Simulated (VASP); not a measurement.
# Mo3Rh (Pm-3m) in VASP: notebook

Runs on Mo3Rh. Level: PBE. Tasks: single point, relaxation of cell and atoms.

Everything below comes from runs of VASP 6.6.1. Logs are shortened: lines on timing, memory, paths and dates and some standing lists are left out, and cuts for length are marked.

### 1 The cell of the first run

Symmetry: Pm-3m, No. 221, cubic system. The conventional cell has a = 3.948 Å, b = 3.948 Å, c = 3.948 Å, α = 90.00°, β = 90.00°, γ = 90.00°. Within 3.7 Å of Mo (site symmetry 4/mmm) lie 8 Mo at 2.79 Å and 4 Rh at 2.79 Å. Rh (site symmetry m-3m) has 12 Mo at 2.79 Å within 3.7 Å.

The cell was built from a structure type or drawn by symmetry, and may not be a known phase.

### 2 Single point, PBE

File INCAR:

```
SYSTEM = Mo3Rh
PREC     = Accurate       ! precision mode
ENCUT    = 520            ! plane-wave cutoff, eV
EDIFF    = 1E-6           ! SCF threshold, eV
ISMEAR   = 0              ! smearing method
SIGMA    = 0.1            ! smearing width, eV
LREAL    = .False.        ! projectors in reciprocal space
LASPH    = .True.         ! aspherical terms in the spheres
NELM     = 80             ! most SCF steps
ALGO     = Normal         ! electronic algorithm
ISIF     = 2              ! what is computed and relaxed
LWAVE    = .False.        ! write WAVECAR
LCHARG   = .False.        ! write CHGCAR
GGA      = PE             ! functional
NBANDS   = 36             ! bands
```

File KPOINTS:

```
Automatic mesh
0
Gamma
  4 4 4
  0 0 0
```

File POSCAR:

```
Mo3Rh
1.0
    3.9482848211      0.0000000000      0.0000000000
    0.0000000000      3.9482848211      0.0000000000
    0.0000000000      0.0000000000      3.9482848211
Mo Rh
3 1
Direct
    0.0000000000      0.5000000000      0.5000000000
    0.5000000000      0.0000000000      0.5000000000
    0.5000000000      0.5000000000      0.0000000000
    0.0000000000      0.0000000000      0.0000000000
```

Potentials or basis: VASP PAW PBE potentials, release 64 (Mo_sv, Rh_pv).

Run with:

```console
cat potpaw_PBE.64/Mo_sv/POTCAR potpaw_PBE.64/Rh_pv/POTCAR > POTCAR
mpirun -np 1 vasp_std > vasp.out
```

OUTCAR:

```text
SYSTEM = Mo3Rh
   PREC = Accurate
   ENCUT = 520
   EDIFF = 1E-6
   ISMEAR = 0
   LREAL = .False.
   LASPH = .True.
   NELM = 80
   ISIF = 2
   GGA = PE

 ion  position               nearest neighbor table
   1  0.000  0.500  0.500-   2 2.79   3 2.79   4 2.79   3 2.79   4 2.79   2 2.79   4 2.79   4 2.79
                             2 2.79   3 2.79   3 2.79   2 2.79
   2  0.500  0.000  0.500-   1 2.79   3 2.79   4 2.79   3 2.79   4 2.79   1 2.79   3 2.79   3 2.79
                             1 2.79   4 2.79   4 2.79   1 2.79
   3  0.500  0.500  0.000-   1 2.79   2 2.79   4 2.79   1 2.79   2 2.79   2 2.79   4 2.79   2 2.79
                             1 2.79   4 2.79   1 2.79   4 2.79
   4  0.000  0.000  0.000-   1 2.79   2 2.79   3 2.79   1 2.79   2 2.79   1 2.79   3 2.79   1 2.79
                             2 2.79   3 2.79   2 2.79   3 2.79

  LATTYP: Found a simple cubic cell.
 ALAT       =     3.9482848211

  Lattice vectors:

 A1 = (   3.9482848211,   0.0000000000,   0.0000000000)
 A2 = (   0.0000000000,   3.9482848211,   0.0000000000)
 A3 = (   0.0000000000,   0.0000000000,   3.9482848211)

Analysis of symmetry for initial positions (statically):
=====================================================================
 Subroutine PRICEL returns:
 Original cell was already a primitive cell.

 Routine SETGRP: Setting up the symmetry group for a
 simple cubic supercell.

 Subroutine GETGRP returns: Found 48 space group operations
 (whereof 48 operations were pure point group operations)
 out of a pool of 48 trial point group operations.

The static configuration has the point symmetry O_h .

Analysis of symmetry for dynamics (positions and initial velocities):
=====================================================================
 Subroutine PRICEL returns:
 Original cell was already a primitive cell.

 Routine SETGRP: Setting up the symmetry group for a
 simple cubic supercell.

 Subroutine GETGRP returns: Found 48 space group operations
 (whereof 48 operations were pure point group operations)
 out of a pool of 48 trial point group operations.

The dynamic configuration has the point symmetry O_h .

 Subroutine INISYM returns: Found 48 space group operations
 (whereof 48 operations are pure point group operations),
 and found     1 'primitive' translations

----------------------------------------------------------------------------------------

                                     Primitive cell

  volume of cell :      61.5496

  direct lattice vectors                    reciprocal lattice vectors
     3.948284821  0.000000000  0.000000000     0.253274534  0.000000000  0.000000000
     0.000000000  3.948284821  0.000000000     0.000000000  0.253274534  0.000000000
     0.000000000  0.000000000  3.948284821     0.000000000  0.000000000  0.253274534

  length of vectors
     3.948284821  3.948284821  3.948284821     0.253274534  0.253274534  0.253274534

  position of ions in fractional coordinates (direct lattice)
     0.000000000  0.500000000  0.500000000
     0.500000000  0.000000000  0.500000000
     0.500000000  0.500000000  0.000000000
     0.000000000  0.000000000  0.000000000

  ion indices of the primitive-cell ions
   primitive index   ion index
                 1           1
                 2           2
                 3           3
                 4           4

----------------------------------------------------------------------------------------

 KPOINTS: Automatic mesh

Automatic generation of k-mesh.
 Grid dimensions read from file:
 generate k-points for:    4    4    4

 Generating k-lattice:

  Cartesian coordinates                     Fractional coordinates (reciprocal lattice)
     0.063318634  0.000000000  0.000000000     0.250000000  0.000000000  0.000000000
     0.000000000  0.063318634  0.000000000     0.000000000  0.250000000  0.000000000
     0.000000000  0.000000000  0.063318634     0.000000000  0.000000000  0.250000000

  Length of vectors
     0.063318634  0.063318634  0.063318634

  Shift w.r.t. Gamma in fractional coordinates (k-lattice)
     0.000000000  0.000000000  0.000000000

 Subroutine IBZKPT returns following result:
 ===========================================

 Found     10 irreducible k-points:

 Following reciprocal coordinates:
            Coordinates               Weight
  0.000000  0.000000  0.000000      1.000000
  0.250000  0.000000  0.000000      6.000000
  0.500000  0.000000  0.000000      3.000000
  0.250000  0.250000  0.000000     12.000000
  0.500000  0.250000  0.000000     12.000000
  0.500000  0.500000  0.000000      3.000000
  0.250000  0.250000  0.250000      8.000000
  0.500000  0.250000  0.250000     12.000000
  0.500000  0.500000  0.250000      6.000000
  0.500000  0.500000  0.500000      1.000000
   k-points           NKPTS =     10   k-points in BZ     NKDIM =     10   number of bands    NBANDS=     36
   number of dos      NEDOS =    301   number of ions     NIONS =      4
   total plane-waves  NPLWV =  27000
   dimension x,y,z NGX =    30 NGY =   30 NGZ =   30
   dimension x,y,z NGXF=    60 NGYF=   60 NGZF=   60
   ions per type =               3   1
   NGX,Y,Z   is equivalent  to a cutoff of  12.63, 12.63, 12.63 a.u.
   NGXF,Y,Z  is equivalent  to a cutoff of  25.26, 25.26, 25.26 a.u.
 SYSTEM =  Mo3Rh
   PREC   = accura    normal or accurate (medium, high low for compatibility)
   ISTART =      0    job   : 0-new  1-cont  2-samecut
   ICHARG =      2    charge: 1-file 2-atom 10-const
   ISPIN  =      1    spin polarized calculation?
   LNONCOLLINEAR =      F non collinear calculations
   LSORBIT =      F    spin-orbit coupling
   LASPH  =      T    aspherical Exc in radial PAW
   ENCUT  =  520.0 eV  38.22 Ry    6.18 a.u.   7.34  7.34  7.34*2*pi/ulx,y,z
   NELM   =     80;   NELMIN=  2; NELMDL= -5     # of ELM steps
   EDIFF  = 0.1E-05   stopping-criterion for ELM
   LREAL  =      F    real-space projection
   EDIFFG = 0.1E-04   stopping-criterion for IOM
   NSW    =      0    number of steps for IOM
   IBRION =     -1    ionic relax: 0-MD 1-quasi-New 2-CG
   NFREE  =      0    steps in history (QN), initial steepest desc. (CG)
   ISIF   =      2    stress and relaxation
   ISYM   =      2    0-nonsym 1-usesym 2-fastsym
   POTIM  = 0.5000    time-step for ionic-motion
   TEBEG  =    0.0;   TEEND  =   0.0 temperature during run
   PSTRESS=    0.0 pullay stress
   NELECT =      57.0000    total number of electrons
   NUPDOWN=      -1.0000    fix difference up-down
   EMIN   =  10.00;   EMAX   =-10.00  energy-range for DOS
   EFERMI =   0.00;   METHOD = LEGACY
   ISMEAR =     0;   SIGMA  =   0.10  broadening in eV -4-tet -1-fermi 0-gaus
   EFERMI_NEDOS =   21; number of points for ismear=-14 and -15
   IALGO  =     38    algorithm
   IMIX   =      4    mixing-type and parameters
     AMIX     =   0.40;   BMIX     =  1.00
     AMIX_MAG =   1.60;   BMIX_MAG =  1.00
  volume/ion in A,a.u.               =      15.39       103.84
  Fermi-wavevector in a.u.,A,eV,Ry     =   1.595725  3.015482 34.645024  2.546337
  Thomas-Fermi vector in A             =   2.693599
   LORBIT       =      0    0 simple, 1 ext, 2 COOP (PROOUT), +10 PAW based schemes
   GGA     = PE    functional components
   LHFCALC =     F    Hartree Fock is set to
   AEXX    =    0.0000 exact exchange contribution
   IVDW    =     0    specifies the selected vdW correction
   LEPSILON=     F    determine dielectric tensor
   LRPA    =     F    only Hartree local field effects (RPA)
 non-spin polarized calculation
 Gauss-broadening in eV      SIGMA  =   0.10
  energy-cutoff  :      520.00
  volume of cell :       61.55
 maximum number of plane-waves:      1674
 NGX is ok and might be reduce to    30
   NGX = 15   NGY = 15   NGZ = 15

 number of electron      56.9999997 magnetization

 Free energy of the ion-electron system (eV)
  ---------------------------------------------------
  ext. energy  EPLUGINS =         0.00000000
  ---------------------------------------------------
  free energy    TOTEN  =       -39.76172179 eV

  energy without entropy =      -39.73187475  energy(sigma->0) =      -39.74679827

 E-fermi :  11.7312     XC(G=0): -13.4459

 val. band max:       11.7081793605   @ k =   0.2500   0.2500   0.0000
 cond. band min:      11.7500004738   @ k =   0.2500   0.2500   0.2500
 fundamental gap:      0.0418211133
 Fermi energy:        11.7312399523

 k-point     1 :       0.0000    0.0000    0.0000
  band No.  band energies     occupation
      1     -49.0111      2.00000
      2     -48.7510      2.00000
      3     -48.7510      2.00000
      4     -34.4962      2.00000
      5     -34.4962      2.00000
      6     -34.4962      2.00000
[... 28 lines left out ...]
     35      15.7132      0.00000
     36      15.9105      0.00000

 k-point     2 :       0.2500    0.0000    0.0000
  band No.  band energies     occupation
      1     -48.9785      2.00000
      2     -48.7845      2.00000
      3     -48.7506      2.00000
      4     -34.4953      2.00000
      5     -34.4953      2.00000
      6     -34.4953      2.00000
[... 28 lines left out ...]
     35      14.7201      0.00000
     36      15.1262      0.00000

 k-point     3 :       0.5000    0.0000    0.0000
  band No.  band energies     occupation
      1     -48.9258      2.00000
      2     -48.8381      2.00000
      3     -48.7502      2.00000
      4     -34.4943      2.00000
      5     -34.4943      2.00000
      6     -34.4943      2.00000
[... 28 lines left out ...]
     35      14.6720      0.00000
     36      14.7777      0.00000

 k-point     4 :       0.2500    0.2500    0.0000
  band No.  band energies     occupation
      1     -48.9494      2.00000
      2     -48.7945      2.00000
      3     -48.7696      2.00000
      4     -34.4971      2.00000
      5     -34.4943      2.00000
      6     -34.4943      2.00000
[... 28 lines left out ...]
     35      14.3045      0.00000
     36      15.3753      0.00000

 k-point     5 :       0.5000    0.2500    0.0000
  band No.  band energies     occupation
      1     -48.8998      2.00000
      2     -48.8378      2.00000
      3     -48.7757      2.00000
      4     -34.4962      2.00000
      5     -34.4962      2.00000
      6     -34.4934      2.00000
[... 28 lines left out ...]
     35      15.0468      0.00000
     36      15.0536      0.00000

 k-point     6 :       0.5000    0.5000    0.0000
  band No.  band energies     occupation
      1     -48.8375      2.00000
      2     -48.8375      2.00000
      3     -48.8375      2.00000
      4     -34.4980      2.00000
      5     -34.4980      2.00000
      6     -34.4925      2.00000
[... 28 lines left out ...]
     35      13.7049      0.00000
     36      16.2611      0.00000

 k-point     7 :       0.2500    0.2500    0.2500
  band No.  band energies     occupation
      1     -48.9248      2.00000
      2     -48.7939      2.00000
      3     -48.7939      2.00000
      4     -34.4976      2.00000
      5     -34.4976      2.00000
      6     -34.4934      2.00000
[... 28 lines left out ...]
     35      14.7883      0.00000
     36      16.1171      0.00000

 k-point     8 :       0.5000    0.2500    0.2500
  band No.  band energies     occupation
      1     -48.8812      2.00000
      2     -48.8373      2.00000
      3     -48.7934      2.00000
      4     -34.4982      2.00000
      5     -34.4981      2.00000
      6     -34.4953      2.00000
[... 28 lines left out ...]
     35      14.6412      0.00000
     36      14.6509      0.00000

 k-point     9 :       0.5000    0.5000    0.2500
  band No.  band energies     occupation
      1     -48.8368      2.00000
      2     -48.8368      2.00000
      3     -48.8368      2.00000
      4     -34.5001      2.00000
      5     -34.5001      2.00000
      6     -34.4973      2.00000
[... 28 lines left out ...]
     35      14.9679      0.00000
     36      15.8584      0.00000

 k-point    10 :       0.5000    0.5000    0.5000
  band No.  band energies     occupation
      1     -48.8361      2.00000
      2     -48.8361      2.00000
      3     -48.8361      2.00000
      4     -34.5021      2.00000
      5     -34.5021      2.00000
      6     -34.5021      2.00000
[... 28 lines left out ...]
     35      14.8253      0.00000
     36      14.8253      0.00000

------------------------ aborting loop because EDIFF is reached ----------------------------------------

  FORCE on cell =-STRESS in cart. coord.  units (eV):
  Direction    XX          YY          ZZ          XY          YZ          ZX
  --------------------------------------------------------------------------------------
  -------------------------------------------------------------------------------------
  Total        0.1627876      0.1627876      0.1627876     -0.0000000     -0.0000000      0.0000000
  in kB        4.2374688      4.2374688      4.2374688     -0.0000000     -0.0000000      0.0000000
  external PRESSURE =       4.2374688 kB  Pullay stress =       0.0000000 kB

 VOLUME and BASIS-vectors are now :
 -----------------------------------------------------------------------------
  energy-cutoff  :      520.00
  volume of cell :       61.55
      direct lattice vectors                 reciprocal lattice vectors
     3.948284821  0.000000000  0.000000000     0.253274534  0.000000000  0.000000000
     0.000000000  3.948284821  0.000000000     0.000000000  0.253274534  0.000000000
     0.000000000  0.000000000  3.948284821     0.000000000  0.000000000  0.253274534

 POSITION                                       TOTAL-FORCE (eV/Angst)
 -----------------------------------------------------------------------------------
      0.00000      1.97414      1.97414         0.000000      0.000000      0.000000
      1.97414      0.00000      1.97414         0.000000      0.000000      0.000000
      1.97414      1.97414      0.00000         0.000000      0.000000      0.000000
      0.00000      0.00000      0.00000         0.000000      0.000000      0.000000
 -----------------------------------------------------------------------------------
    total drift:                                0.000000      0.000000     -0.000000

  FREE ENERGIE OF THE ION-ELECTRON SYSTEM (eV)
  ---------------------------------------------------
  free  energy   TOTEN  =       -39.7617217918 eV

  energy  without entropy=      -39.7318747542  energy(sigma->0) =      -39.74679827
```

Wall time 12 s (1 thread of Intel Xeon 6975P-C (Granite Rapids), shared host); peak memory 0.17 GiB.

Results:

```yaml
Free_energy: -39.7617 eV
Pressure: 0.4 GPa
Band_gap_on_the_k_mesh: zero (an odd number of electrons rules out a gap without spin polarisation)
```

Levels at points of the mesh, in eV from the Fermi level:
```
           k point  band 25  band 26  band 27  band 28  band 29  band 30  band 31  band 32
(0.00, 0.00, 0.00)    -1.37     0.76     0.76     3.05     3.05     3.05     3.28     3.28
(0.50, 0.00, 0.00)    -1.95    -1.36     0.18     0.26     0.26     0.79     1.30     1.30
(0.50, 0.50, 0.00)    -1.85    -1.74    -1.74    -1.59     0.62     0.62     0.64     0.64
(0.50, 0.50, 0.50)    -0.89    -0.89    -0.89     1.43     1.43     1.43     1.82     2.74
```

Caveat: the k points lie up to 0.40 Å⁻¹ apart, too coarse for converged energies and pressures of a metal.

(Part 1 of 2 ends here.)
